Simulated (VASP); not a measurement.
# In (P6_3/mmc) in VASP: further runs

The runs below take In through single point, with LDA.

Program: VASP 6.6.1. These are calculated values, not measurements. Logs are shortened: lines on timing, memory, paths and dates and some standing lists are left out, and cuts for length are marked.

## Step 1: The cell of the first run

It takes space group P6_3/mmc (No. 194, hexagonal). Conventional cell: a = 3.282 Å, b = 3.282 Å, c = 5.691 Å, α = 90.00°, β = 90.00°, γ = 120.00°. Within 4.3 Å of In (site symmetry -6m2) lie 12 In at 3.28 to 3.42 Å.

This isn't the form of In at room conditions, which is tetragonal.

## Step 2: Single point, LDA

INCAR reads:

```
SYSTEM = In
PREC = Accurate
ENCUT = 520
EDIFF = 1E-6
ISMEAR = 0
SIGMA = 0.15
LREAL = .FALSE.
LASPH = .TRUE.
NELM = 60
ALGO = Fast
ISIF = 2
LWAVE = .FALSE.
LCHARG = .FALSE.
NBANDS = 20
```

KPOINTS reads:

```
Automatic mesh
0
G
  18 18 10
  0 0 0
```

POSCAR reads:

```
In
1.0
    3.2816772312      0.0000000000      0.0000000000
   -1.6408386156      2.8420158492      0.0000000000
    0.0000000000      0.0000000000      5.6912837470
In
2
Direct
    0.3333333333      0.6666666667      0.2500000000
    0.6666666667      0.3333333333      0.7500000000
```

Potentials or basis: VASP PAW LDA potentials, release 64 (In_d).

The run is started by

```sh
$ cat potpaw_LDA.64/In_d/POTCAR > POTCAR
$ mpirun -np 1 vasp_std > vasp.out
```

OUTCAR:

```text
SYSTEM = In
   PREC = Accurate
   ENCUT = 520
   EDIFF = 1E-6
   ISMEAR = 0
   LREAL = .FALSE.
   LASPH = .TRUE.
   NELM = 60
   ISIF = 2

 ion  position               nearest neighbor table
   1  0.333  0.667  0.250-   2 3.42   2 3.42   2 3.42   2 3.42   2 3.42   2 3.42
   2  0.667  0.333  0.750-   1 3.42   1 3.42   1 3.42   1 3.42   1 3.42   1 3.42

  LATTYP: Found a hexagonal cell.
 ALAT       =     3.2816772312
 C/A-ratio  =     1.7342606680

  Lattice vectors:

 A1 = (   3.2816772312,   0.0000000000,   0.0000000000)
 A2 = (  -1.6408386156,   2.8420158492,   0.0000000000)
 A3 = (   0.0000000000,   0.0000000000,   5.6912837470)

Analysis of symmetry for initial positions (statically):
=====================================================================
 Subroutine PRICEL returns:
 Original cell was already a primitive cell.

 Routine SETGRP: Setting up the symmetry group for a
 hexagonal supercell.

 Subroutine GETGRP returns: Found 24 space group operations
 (whereof 12 operations were pure point group operations)
 out of a pool of 24 trial point group operations.

The static configuration has the point symmetry D_3d.
 The point group associated with its full space group is D_6h.

Analysis of symmetry for dynamics (positions and initial velocities):
=====================================================================
 Subroutine PRICEL returns:
 Original cell was already a primitive cell.

 Routine SETGRP: Setting up the symmetry group for a
 hexagonal supercell.

 Subroutine GETGRP returns: Found 24 space group operations
 (whereof 12 operations were pure point group operations)
 out of a pool of 24 trial point group operations.

The dynamic configuration has the point symmetry D_3d.
 The point group associated with its full space group is D_6h.

 Subroutine INISYM returns: Found 24 space group operations
 (whereof 12 operations are pure point group operations),
 and found     1 'primitive' translations

----------------------------------------------------------------------------------------

                                     Primitive cell

  volume of cell :      53.0802

  direct lattice vectors                    reciprocal lattice vectors
     3.281677231  0.000000000  0.000000000     0.304722229  0.175931461  0.000000000
    -1.640838616  2.842015849  0.000000000     0.000000000  0.351862922  0.000000000
     0.000000000  0.000000000  5.691283747     0.000000000  0.000000000  0.175707282

  length of vectors
[... 68 lines left out ...]
   dimension x,y,z NGXF=    48 NGYF=   48 NGZF=   84
   ions per type =               2
   NGX,Y,Z   is equivalent  to a cutoff of  12.16, 12.16, 12.27 a.u.
   NGXF,Y,Z  is equivalent  to a cutoff of  24.32, 24.32, 24.54 a.u.
 SYSTEM =  In
   PREC   = accura    normal or accurate (medium, high low for compatibility)
   ISTART =      0    job   : 0-new  1-cont  2-samecut
   ICHARG =      2    charge: 1-file 2-atom 10-const
   ISPIN  =      1    spin polarized calculation?
   LNONCOLLINEAR =      F non collinear calculations
   LSORBIT =      F    spin-orbit coupling
   LASPH  =      T    aspherical Exc in radial PAW
   ENCUT  =  520.0 eV  38.22 Ry    6.18 a.u.   6.10  6.10 10.58*2*pi/ulx,y,z
   NELM   =     60;   NELMIN=  2; NELMDL= -5     # of ELM steps
   EDIFF  = 0.1E-05   stopping-criterion for ELM
   LREAL  =      F    real-space projection
[... 7 lines left out ...]
   TEBEG  =    0.0;   TEEND  =   0.0 temperature during run
   PSTRESS=    0.0 pullay stress
   NELECT =      26.0000    total number of electrons
   NUPDOWN=      -1.0000    fix difference up-down
   EMIN   =  10.00;   EMAX   =-10.00  energy-range for DOS
   EFERMI =   0.00;   METHOD = LEGACY
   ISMEAR =     0;   SIGMA  =   0.15  broadening in eV -4-tet -1-fermi 0-gaus
   EFERMI_NEDOS =   21; number of points for ismear=-14 and -15
   IALGO  =     68    algorithm
   IMIX   =      4    mixing-type and parameters
     AMIX     =   0.40;   BMIX     =  1.00
     AMIX_MAG =   1.60;   BMIX_MAG =  1.00
  volume/ion in A,a.u.               =      26.54       179.10
  Fermi-wavevector in a.u.,A,eV,Ry     =   1.290491  2.438675 22.658704  1.665368
  Thomas-Fermi vector in A             =   2.422320
   LORBIT       =      0    0 simple, 1 ext, 2 COOP (PROOUT), +10 PAW based schemes
   GGA     = CA    functional components
   LHFCALC =     F    Hartree Fock is set to
   AEXX    =    0.0000 exact exchange contribution
   IVDW    =     0    specifies the selected vdW correction
   LEPSILON=     F    determine dielectric tensor
   LRPA    =     F    only Hartree local field effects (RPA)
 non-spin polarized calculation
 RMM-DIIS sequential band-by-band and
 Gauss-broadening in eV      SIGMA  =   0.15
  energy-cutoff  :      520.00
  volume of cell :       53.08
 maximum number of plane-waves:      1464
   NGX = 13   NGY = 13   NGZ = 21

 number of electron      26.0000016 magnetization

 Free energy of the ion-electron system (eV)
  ---------------------------------------------------
  ext. energy  EPLUGINS =         0.00000000
  ---------------------------------------------------
  free energy    TOTEN  =        -6.38155288 eV

  energy without entropy =       -6.37086994  energy(sigma->0) =       -6.37621141

 E-fermi :   7.0556     XC(G=0): -10.4569

 val. band max:        7.0214439851   @ k =   0.3333   0.0000   0.1000
 cond. band min:       7.0568688952   @ k =   0.2778   0.1111   0.0000
 fundamental gap:      0.0354249101
 Fermi energy:         7.0555701025

 k-point     1 :       0.0000    0.0000    0.0000
  band No.  band energies     occupation
      1      -7.5541      2.00000
      2      -7.5274      2.00000
      3      -7.4646      2.00000
      4      -7.4646      2.00000
      5      -7.4425      2.00000
      6      -7.4425      2.00000
[... 541 lines left out ...]
     19      15.7812      0.00000
     20      17.1836      0.00000

 [... further k-points ...]
[... 5 lines left out ...]
  --------------------------------------------------------------------------------------
  -------------------------------------------------------------------------------------
  Total       -0.8673962     -0.8673962     -1.0243375      0.0000000      0.0000000      0.0000000
  in kB      -26.1815594    -26.1815594    -30.9186887      0.0000000      0.0000000      0.0000000
  external PRESSURE =     -27.7606025 kB  Pullay stress =       0.0000000 kB

 VOLUME and BASIS-vectors are now :
 -----------------------------------------------------------------------------
  energy-cutoff  :      520.00
  volume of cell :       53.08
      direct lattice vectors                 reciprocal lattice vectors
     3.281677231  0.000000000  0.000000000     0.304722229  0.175931461  0.000000000
    -1.640838616  2.842015849  0.000000000     0.000000000  0.351862922  0.000000000
     0.000000000  0.000000000  5.691283747     0.000000000  0.000000000  0.175707282

 POSITION                                       TOTAL-FORCE (eV/Angst)
 -----------------------------------------------------------------------------------
     -0.00000      1.89468      1.42282         0.000000      0.000000      0.000000
      1.64084      0.94734      4.26846        -0.000000     -0.000000      0.000000
 -----------------------------------------------------------------------------------
    total drift:                               -0.000000      0.000000      0.000000

  FREE ENERGIE OF THE ION-ELECTRON SYSTEM (eV)
  ---------------------------------------------------
  free  energy   TOTEN  =        -6.3815528766 eV

  energy  without entropy=       -6.3708699373  energy(sigma->0) =       -6.37621141
```

It took 4.5 min on 1 thread of Intel Xeon 8259CL, shared host; peak memory 0.29 GiB.

What came out:

```
Free energy            : -6.3816 eV
Pressure               : -2.8 GPa
Band gap on the k mesh : zero (bands 13 and 14 overlap by 5.70 eV)
```

Caveat: spin-orbit coupling is left out, which moves the levels of the heavy elements.

## Step 3: Single point, LDA

This run uses another cell than the first one, of the same volume but with other edges.

INCAR reads:

```
PREC = Accurate
ENCUT = 520
EDIFF = 1E-6
ISMEAR = 0
SIGMA = 0.15
LREAL = F
LASPH = T
NELM = 80
ALGO = Fast
ISIF = 2
LWAVE = F
LCHARG = F
GGA = CA
NBANDS = 20
```

KPOINTS reads:

```
Automatic mesh
0
Gamma
  18 18 10
```

POSCAR reads:

```
In
1.0
    3.5930420612      0.0000000000      0.0000000000
   -1.7965210306      3.1116657019      0.0000000000
    0.0000000000      0.0000000000      4.7476354477
In
2
Direct
    0.3333333333      0.6666666667      0.2500000000
    0.6666666667      0.3333333333      0.7500000000
```

Potentials or basis: VASP PAW LDA potentials, release 64 (In_d).

The run is started by

```sh
$ cat potpaw_LDA.64/In_d/POTCAR > POTCAR
$ mpirun -np 1 vasp_std > vasp.out
```

OUTCAR:

```text
PREC = Accurate
   ENCUT = 520
   EDIFF = 1E-6
   ISMEAR = 0
   LREAL = F
   LASPH = T
   NELM = 80
   ISIF = 2
   GGA = CA

 ion  position               nearest neighbor table
   1  0.333  0.667  0.250-   2 3.15   2 3.15   2 3.15   2 3.15   2 3.15   2 3.15
   2  0.667  0.333  0.750-   1 3.15   1 3.15   1 3.15   1 3.15   1 3.15   1 3.15

  LATTYP: Found a hexagonal cell.
 ALAT       =     3.5930420612
 C/A-ratio  =     1.3213414613

  Lattice vectors:

 A1 = (   3.5930420612,   0.0000000000,   0.0000000000)
 A2 = (  -1.7965210306,   3.1116657019,   0.0000000000)
 A3 = (   0.0000000000,   0.0000000000,   4.7476354477)

Analysis of symmetry for initial positions (statically):
=====================================================================
 Subroutine PRICEL returns:
 Original cell was already a primitive cell.

 Routine SETGRP: Setting up the symmetry group for a
 hexagonal supercell.

 Subroutine GETGRP returns: Found 24 space group operations
 (whereof 12 operations were pure point group operations)
 out of a pool of 24 trial point group operations.
[... 155 lines left out ...]
   NGX = 13   NGY = 13   NGZ = 17

 number of electron      26.0000003 magnetization

 Free energy of the ion-electron system (eV)
  ---------------------------------------------------
  ext. energy  EPLUGINS =         0.00000000
  ---------------------------------------------------
  free energy    TOTEN  =        -6.34273893 eV

  energy without entropy =       -6.33141140  energy(sigma->0) =       -6.33707516

 E-fermi :   7.0435     XC(G=0): -10.4359

 val. band max:        7.0285878905   @ k =   0.2778   0.0556   0.4000
 cond. band min:       7.0466923210   @ k =   0.3333   0.2778   0.5000
 fundamental gap:      0.0181044306
 Fermi energy:         7.0434509437

 k-point     1 :       0.0000    0.0000    0.0000
  band No.  band energies     occupation
      1      -7.6152      2.00000
      2      -7.5512      2.00000
      3      -7.5512      2.00000
      4      -7.4748      2.00000
      5      -7.4748      2.00000
      6      -7.4269      2.00000
[... 541 lines left out ...]
     19      14.4829      0.00000
     20      15.6975      0.00000

 [... further k-points ...]
[... 5 lines left out ...]
  --------------------------------------------------------------------------------------
  -------------------------------------------------------------------------------------
  Total       -0.6173037     -0.6173037      0.1281610      0.0000000     -0.0000000      0.0000000
  in kB      -18.6327447    -18.6327447      3.8684209      0.0000000     -0.0000000      0.0000000
  external PRESSURE =     -11.1323562 kB  Pullay stress =       0.0000000 kB

 VOLUME and BASIS-vectors are now :
 -----------------------------------------------------------------------------
  energy-cutoff  :      520.00
  volume of cell :       53.08
      direct lattice vectors                 reciprocal lattice vectors
     3.593042061  0.000000000  0.000000000     0.278315695  0.160685642  0.000000000
    -1.796521031  3.111665702  0.000000000     0.000000000  0.321371283  0.000000000
     0.000000000  0.000000000  4.747635448     0.000000000  0.000000000  0.210631168

 POSITION                                       TOTAL-FORCE (eV/Angst)
 -----------------------------------------------------------------------------------
     -0.00000      2.07444      1.18691        -0.000000     -0.000000      0.000000
      1.79652      1.03722      3.56073         0.000000      0.000000      0.000000
 -----------------------------------------------------------------------------------
    total drift:                                0.000000     -0.000000      0.000000

  FREE ENERGIE OF THE ION-ELECTRON SYSTEM (eV)
  ---------------------------------------------------
  free  energy   TOTEN  =        -6.3427389333 eV

  energy  without entropy=       -6.3314113952  energy(sigma->0) =       -6.33707516
```

stdout:

```text
POSCAR found type information on POSCAR In
 POSCAR found :  1 types and       2 ions
 scaLAPACK will be used
 LDA part: xc-table for (Slater(with rela. corr.)+CA(PZ))
 , standard interpolation
 POSCAR, INCAR and KPOINTS ok, starting setup
 FFT: planning ... GRIDC
 FFT: planning ... GRID_SOFT
 FFT: planning ... GRID
 WAVECAR not read
 entering main loop
WARNING in EDDRMM: call to ZHEGV failed, returncode =   6  3     18
WARNING in EDDRMM: call to ZHEGV failed, returncode =   6  3     18
WARNING in EDDRMM: call to ZHEGV failed, returncode =   6  3     19
```

It took 4.9 min on 1 thread of Intel Xeon 8259CL, shared host; peak memory 0.29 GiB.

Results:

```yaml
Free_energy: -6.3427 eV
Pressure: -1.1 GPa
Band_gap_on_the_k_mesh: zero (bands 13 and 14 overlap by 9.24 eV)
```

Caveat: spin-orbit coupling is left out, which moves the levels of the heavy elements.
